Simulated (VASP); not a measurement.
# B4N3 (P-6m2) in VASP: a series of runs

The runs below take B4N3 through relaxation of cell and atoms, with PBE.

Everything below comes from runs of VASP 6.6.1. Logs are shortened: lines on timing, memory, paths and dates and some standing lists are left out, and cuts for length are marked.

### Step 1. The cell of the first run

Symmetry: P-6m2, No. 187, hexagonal system. Conventional cell: a = 4.875 Å, b = 4.875 Å, c = 3.189 Å, α = 90.00°, β = 90.00°, γ = 120.00°. Within 1.9 Å of B (site symmetry mm2) lie 2 N at 1.44 Å. Within 1.9 Å of B (site symmetry -6m2) lie 3 N at 1.40 Å. Within 1.9 Å of N (site symmetry mm2) lie 3 B at 1.40 to 1.44 Å.

### Step 2. Relaxation of cell and atoms, PBE

INCAR

```
PREC     = Accurate       # precision mode
ENCUT    = 600            # plane-wave cutoff, eV
EDIFF    = 1E-7           # SCF threshold, eV
ISMEAR   = 0              # smearing method
SIGMA    = 0.1            # smearing width, eV
LREAL    = F              # projectors in reciprocal space
LASPH    = T              # aspherical terms in the spheres
NELM     = 60             # most SCF steps
ALGO     = Normal         # electronic algorithm
ISIF     = 3              # what is computed and relaxed
LWAVE    = F              # write WAVECAR
LCHARG   = F              # write CHGCAR
GGA      = PE             # functional
IBRION   = 2              # ionic algorithm
NSW      = 100            # ionic steps
EDIFFG   = -0.01          # ionic threshold
```

KPOINTS

```
Automatic mesh
0
Gamma
  6 6 10
```

POSCAR

```
B4N3
1.0
    4.8750896201      0.0000000000      0.0000000000
   -2.4375448101      4.2219514567      0.0000000000
    0.0000000000      0.0000000000      3.1885442973
B N
4 3
Direct
    0.5080290079      0.0160580157      0.0000000000
    0.9839419843      0.4919709921      0.0000000000
    0.5080290079      0.4919709921      0.0000000000
    0.0000000000      0.0000000000      0.0000000000
    0.1662083764      0.8337916236      0.0000000000
    0.6675832472      0.8337916236      0.0000000000
    0.1662083764      0.3324167528      0.0000000000
```

Potentials or basis: VASP PAW PBE potentials, release 64 (B, N).

Started as:

```
cat potpaw_PBE.64/B/POTCAR potpaw_PBE.64/N/POTCAR > POTCAR
mpirun -np 1 vasp_std > vasp.out
```

OUTCAR:

```text
PREC = Accurate
   ENCUT = 600
   EDIFF = 1E-7
   ISMEAR = 0
   LREAL = F
   LASPH = T
   NELM = 60
   ISIF = 3
   GGA = PE
   IBRION = 2
   NSW = 100
   EDIFFG = -0.01

 ion  position               nearest neighbor table
   1  0.508  0.016  0.000-   6 1.44   5 1.44
   2  0.984  0.492  0.000-   7 1.44   5 1.44
   3  0.508  0.492  0.000-   6 1.44   7 1.44
   4  0.000  0.000  0.000-   7 1.40   6 1.40   5 1.40
   5  0.166  0.834  0.000-   4 1.40   2 1.44   1 1.44
   6  0.668  0.834  0.000-   4 1.40   1 1.44   3 1.44
   7  0.166  0.332  0.000-   4 1.40   2 1.44   3 1.44

  LATTYP: Found a hexagonal cell.
 ALAT       =     4.8750896201
 C/A-ratio  =     0.6540483449

  Lattice vectors:

 A1 = (   4.8750896201,   0.0000000000,   0.0000000000)
 A2 = (  -2.4375448101,   4.2219514567,   0.0000000000)
 A3 = (   0.0000000000,   0.0000000000,   3.1885442973)

Analysis of symmetry for initial positions (statically):
=====================================================================
 Subroutine PRICEL returns:
 Original cell was already a primitive cell.

 Routine SETGRP: Setting up the symmetry group for a
 hexagonal supercell.

 Subroutine GETGRP returns: Found 12 space group operations
 (whereof 12 operations were pure point group operations)
 out of a pool of 24 trial point group operations.

The static configuration has the point symmetry D_3h.

Analysis of symmetry for dynamics (positions and initial velocities):
=====================================================================
 Subroutine PRICEL returns:
 Original cell was already a primitive cell.

 Routine SETGRP: Setting up the symmetry group for a
 hexagonal supercell.

 Subroutine GETGRP returns: Found 12 space group operations
 (whereof 12 operations were pure point group operations)
 out of a pool of 24 trial point group operations.

The dynamic configuration has the point symmetry D_3h.

 Subroutine INISYM returns: Found 12 space group operations
 (whereof 12 operations are pure point group operations),
 and found     1 'primitive' translations

----------------------------------------------------------------------------------------

                                     Primitive cell

  volume of cell :      65.6279

  direct lattice vectors                    reciprocal lattice vectors
     4.875089620  0.000000000  0.000000000     0.205124434  0.118428647  0.000000000
    -2.437544810  4.221951457  0.000000000     0.000000000  0.236857295  0.000000000
     0.000000000  0.000000000  3.188544297     0.000000000  0.000000000  0.313622740

  length of vectors
     4.875089620  4.875089620  3.188544297     0.236857295  0.236857295  0.313622740

  position of ions in fractional coordinates (direct lattice)
     0.508029008  0.016058016  0.000000000
     0.983941984  0.491970992  0.000000000
     0.508029008  0.491970992  0.000000000
     0.000000000  0.000000000  0.000000000
     0.166208376  0.833791624  0.000000000
     0.667583247  0.833791624  0.000000000
     0.166208376  0.332416753  0.000000000

  ion indices of the primitive-cell ions
   primitive index   ion index
                 1           1
                 2           2
                 3           3
                 4           4
                 5           5
                 6           6
                 7           7

----------------------------------------------------------------------------------------

 KPOINTS: Automatic mesh

Automatic generation of k-mesh.
 Grid dimensions read from file:
 generate k-points for:    6    6   10

 Generating k-lattice:

  Cartesian coordinates                     Fractional coordinates (reciprocal lattice)
     0.034187406  0.019738108  0.000000000     0.166666667  0.000000000  0.000000000
     0.000000000  0.039476216  0.000000000     0.000000000  0.166666667  0.000000000
     0.000000000  0.000000000  0.031362274     0.000000000  0.000000000  0.100000000

  Length of vectors
     0.039476216  0.039476216  0.031362274

  Shift w.r.t. Gamma in fractional coordinates (k-lattice)
     0.000000000  0.000000000  0.000000000

 Subroutine IBZKPT returns following result:
 ===========================================

 Found     42 irreducible k-points:

 Following reciprocal coordinates:
            Coordinates               Weight
  0.000000  0.000000  0.000000      1.000000
  0.166667  0.000000  0.000000      6.000000
  0.333333  0.000000  0.000000      6.000000
  0.500000  0.000000  0.000000      3.000000
  0.166667  0.166667  0.000000      6.000000
  0.333333  0.166667  0.000000     12.000000
[... 16 lines left out ...]
  0.166667  0.000000  0.300000     12.000000
  0.333333  0.000000  0.300000     12.000000
 [... further k-points ...]
   k-points           NKPTS =     42   k-points in BZ     NKDIM =     42   number of bands    NBANDS=     17
   number of dos      NEDOS =    301   number of ions     NIONS =      7
   total plane-waves  NPLWV =  44800
   dimension x,y,z NGX =    40 NGY =   40 NGZ =   28
   dimension x,y,z NGXF=    80 NGYF=   80 NGZF=   56
   ions per type =               4   3
   NGX,Y,Z   is equivalent  to a cutoff of  13.64, 13.64, 14.60 a.u.
   NGXF,Y,Z  is equivalent  to a cutoff of  27.28, 27.28, 29.20 a.u.
 SYSTEM =  unknown system
   PREC   = accura    normal or accurate (medium, high low for compatibility)
   ISTART =      0    job   : 0-new  1-cont  2-samecut
   ICHARG =      2    charge: 1-file 2-atom 10-const
   ISPIN  =      1    spin polarized calculation?
   LNONCOLLINEAR =      F non collinear calculations
   LSORBIT =      F    spin-orbit coupling
   LASPH  =      T    aspherical Exc in radial PAW
   ENCUT  =  600.0 eV  44.10 Ry    6.64 a.u.   9.74  9.74  6.37*2*pi/ulx,y,z
   NELM   =     60;   NELMIN=  2; NELMDL= -5     # of ELM steps
   EDIFF  = 0.1E-06   stopping-criterion for ELM
   LREAL  =      F    real-space projection
   EDIFFG = -.1E-01   stopping-criterion for IOM
   NSW    =    100    number of steps for IOM
   IBRION =      2    ionic relax: 0-MD 1-quasi-New 2-CG
   NFREE  =      1    steps in history (QN), initial steepest desc. (CG)
   ISIF   =      3    stress and relaxation
   ISYM   =      2    0-nonsym 1-usesym 2-fastsym
   POTIM  = 0.5000    time-step for ionic-motion
   TEBEG  =    0.0;   TEEND  =   0.0 temperature during run
   PSTRESS=    0.0 pullay stress
   NELECT =      27.0000    total number of electrons
   NUPDOWN=      -1.0000    fix difference up-down
   EMIN   =  10.00;   EMAX   =-10.00  energy-range for DOS
   EFERMI =   0.00;   METHOD = LEGACY
   ISMEAR =     0;   SIGMA  =   0.10  broadening in eV -4-tet -1-fermi 0-gaus
   EFERMI_NEDOS =   21; number of points for ismear=-14 and -15
   IALGO  =     38    algorithm
   IMIX   =      4    mixing-type and parameters
     AMIX     =   0.40;   BMIX     =  1.00
     AMIX_MAG =   1.60;   BMIX_MAG =  1.00
  volume/ion in A,a.u.               =       9.38        63.27
  Fermi-wavevector in a.u.,A,eV,Ry     =   1.217587  2.300906 20.170882  1.482518
  Thomas-Fermi vector in A             =   2.352902
   LORBIT       =      0    0 simple, 1 ext, 2 COOP (PROOUT), +10 PAW based schemes
   GGA     = PE    functional components
   LHFCALC =     F    Hartree Fock is set to
   AEXX    =    0.0000 exact exchange contribution
   IVDW    =     0    specifies the selected vdW correction
   LEPSILON=     F    determine dielectric tensor
   LRPA    =     F    only Hartree local field effects (RPA)
 conjugate gradient relaxation of ions
 non-spin polarized calculation
 Gauss-broadening in eV      SIGMA  =   0.10
  energy-cutoff  :      600.00
  volume of cell :       65.63
 maximum number of plane-waves:      2221
 NGX is ok and might be reduce to    40
   NGX = 19   NGY = 19   NGZ = 13

--------------------------------------- Ionic step        1  -------------------------------------------

 number of electron      26.9999999 magnetization

 Free energy of the ion-electron system (eV)
  ---------------------------------------------------
  ext. energy  EPLUGINS =         0.00000000
  ---------------------------------------------------
  free energy    TOTEN  =       -54.77678801 eV

  energy without entropy =      -54.77440441  energy(sigma->0) =      -54.77559621

------------------------ aborting loop because EDIFF is reached ----------------------------------------

  FORCE on cell =-STRESS in cart. coord.  units (eV):
  Direction    XX          YY          ZZ          XY          YZ          ZX
  --------------------------------------------------------------------------------------
  -------------------------------------------------------------------------------------
  Total       -0.8959832     -0.8959832      0.4250365      0.0000000     -0.0000000      0.0000000
  in kB      -21.8736947    -21.8736947     10.3764428      0.0000000     -0.0000000      0.0000000
  external PRESSURE =     -11.1236489 kB  Pullay stress =       0.0000000 kB
[... 313 lines left out ...]
  energy  without entropy=      -54.7831796892  energy(sigma->0) =      -54.78425405

--------------------------------------- Ionic step        9  -------------------------------------------

 number of electron      27.0000001 magnetization

 Free energy of the ion-electron system (eV)
  ---------------------------------------------------
  ext. energy  EPLUGINS =         0.00000000
  ---------------------------------------------------
  free energy    TOTEN  =       -54.78622727 eV

  energy without entropy =      -54.78402808  energy(sigma->0) =      -54.78512767

 E-fermi :   4.9665     XC(G=0): -10.1310

 val. band max:        4.9077239430   @ k =   0.5000   0.0000   0.1000
 cond. band min:       5.0878274599   @ k =   0.3333   0.3333   0.3000
 fundamental gap:      0.1801035169
 Fermi energy:         4.9664745481

 k-point     1 :       0.0000    0.0000    0.0000
  band No.  band energies     occupation
      1     -15.7274      2.00000
      2     -12.8270      2.00000
      3     -12.8270      2.00000
      4      -7.1620      2.00000
      5      -6.3882      2.00000
      6      -6.3882      2.00000
[... 9 lines left out ...]
     16       8.0107      0.00000
     17       8.3428      0.00000
[... 443 lines left out ...]
      1     -15.0787      2.00000
      2     -13.5905      2.00000
      3     -12.7780      2.00000
      4      -6.7815      2.00000
      5      -5.2562      2.00000
      6      -5.1872      2.00000
[... 9 lines left out ...]
     16       7.0027      0.00000
     17       8.2003      0.00000

 [... further k-points ...]

------------------------ aborting loop because EDIFF is reached ----------------------------------------

  FORCE on cell =-STRESS in cart. coord.  units (eV):
  Direction    XX          YY          ZZ          XY          YZ          ZX
  --------------------------------------------------------------------------------------
  -------------------------------------------------------------------------------------
  Total       -0.0436185     -0.0436185      0.0481756      0.0000000     -0.0000000      0.0000000
  in kB       -1.0577190     -1.0577190      1.1682255      0.0000000     -0.0000000      0.0000000
  external PRESSURE =      -0.3157375 kB  Pullay stress =       0.0000000 kB
[... 22 lines left out ...]
  FREE ENERGIE OF THE ION-ELECTRON SYSTEM (eV)
  ---------------------------------------------------
  free  energy   TOTEN  =       -54.7862272671 eV

  energy  without entropy=      -54.7840280772  energy(sigma->0) =      -54.78512767

 reached required accuracy - stopping structural energy minimisation
```

Wall time 2.4 min (1 thread of Intel Xeon 6975P-C (Granite Rapids), shared host); peak memory 0.22 GiB.

Results:

```yaml
Free_energy: -54.7862 eV
Relaxed_volume: 9.44 Å³/atom
Relaxed_cell: a = 4.855 Å, b = 4.855 Å, c = 3.237 Å, α = 90.00°, β = 90.00°, γ = 120.00°
Space_group_after_relaxing_to_0.1_Å: P-6m2 (No. 187)
Energy_gained_by_relaxing: 1.3 meV/atom
Ionic_steps: 9
Pressure_after_relaxing: 0.0 GPa
Largest_force_after_relaxing: 0.006 eV/Å
Band_gap_on_the_k_mesh: zero (an odd number of electrons rules out a gap without spin polarisation)
```

Forces on the atoms (eV/Å):
```
B    0.000 -0.006  0.000
B    0.005  0.003  0.000
B   -0.005  0.003  0.000
B    0.000  0.000  0.000
N   -0.003  0.002  0.000
N    0.003  0.002  0.000
N    0.000 -0.004  0.000
```

Step by step:
| step | energy change (eV) | largest force (eV/Å) | pressure (GPa) | volume (Å³) |
| --- | --- | --- | --- | --- |
| 1 | 0.0000 | 0.1215 | -1.11 | 65.63 |
| 2 | -0.0016 | 0.2820 | 2.20 | 65.01 |
| 3 | -0.0043 | 0.1863 | 0.71 | 65.28 |
| 4 | -0.0074 | 0.1043 | 0.38 | 65.31 |
| 5 | -0.0076 | 0.0605 | 0.45 | 65.30 |
| 6 | -0.0079 | 0.1008 | -0.03 | 65.52 |
| 7 | -0.0080 | 0.0497 | 0.12 | 65.45 |
| 8 | -0.0085 | 0.0387 | 0.08 | 65.61 |
| 9 | -0.0094 | 0.0060 | -0.03 | 66.07 |

Final structure:
```
CELL_PARAMETERS angstrom
4.85483 0.00000 0.00000
-2.42742 4.20441 0.00000
0.00000 0.00000 3.23692
ATOMIC_POSITIONS crystal
B 0.50940 0.01879 0.00000
B 0.98121 0.49061 0.00000
B 0.50940 0.49061 0.00000
B 0.00000 0.00000 0.00000
N 0.16621 0.83379 0.00000
N 0.66758 0.83379 0.00000
N 0.16621 0.33242 0.00000
```

Caveat: this functional lacks dispersion, which binds layers or chains, so the pressure and a relaxed spacing across them are unreliable; an odd number of electrons without spin polarisation forces a metal; a magnetic or distorted state may lie lower.

(Part 1 of 2 ends here.)

The gap in the log of VASP goes by the Fermi energy; the results here count the filled bands.